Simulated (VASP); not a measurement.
Cu3Mo, 4 atoms in the cell. Symmetry: P-6m2, No. 187, hexagonal system. The conventional cell has a = 2.639 Å, b = 2.639 Å, c = 8.698 Å, α = 90.00°, β = 90.00°, γ = 120.00°. Cu (site symmetry -6m2) has 12 Cu at 2.58 to 2.64 Å within 3.4 Å. Within 3.4 Å of Cu (site symmetry 3m) lie 9 Cu at 2.58 to 2.64 Å and 3 Mo at 2.73 Å. Within 3.5 Å of Mo (site symmetry -6m2) lie 6 Mo at 2.64 Å and 6 Cu at 2.73 Å. The cell was built from a structure type or drawn by symmetry, and may not be a known phase.

* Program: VASP 6.6.1
* Task: single point
* Functional: PBE
* Potentials or basis: VASP PAW PBE potentials, release 64 (Cu, Mo_sv)
* Cutoff: 520 eV
* k mesh: 6 × 6 × 2
* Occupations: gaussian, width 0.1 eV
* Spin: no spin polarisation
* Dipole correction: no
* Further INCAR settings: ALGO = Normal; EDIFF = 1e-06; NBANDS = 32

Potentials or basis: VASP PAW PBE potentials, release 64 (Cu, Mo_sv).

Run with:

```bash
$ cat potpaw_PBE.64/Cu/POTCAR potpaw_PBE.64/Mo_sv/POTCAR > POTCAR
$ mpirun -np 1 vasp_std > vasp.out
```

Hardware: 1 thread of AMD EPYC 9R45 96-Core Processor (Zen 5), with other jobs on the host.

**Question.** Estimate the wall time of this run.

**Answer.** Wall time 22 s on 1 thread of AMD EPYC 9R45 96-Core Processor (Zen 5), with other jobs on the host, peak memory 0.15 GiB. Counts: scf iterations 18, k points 14.
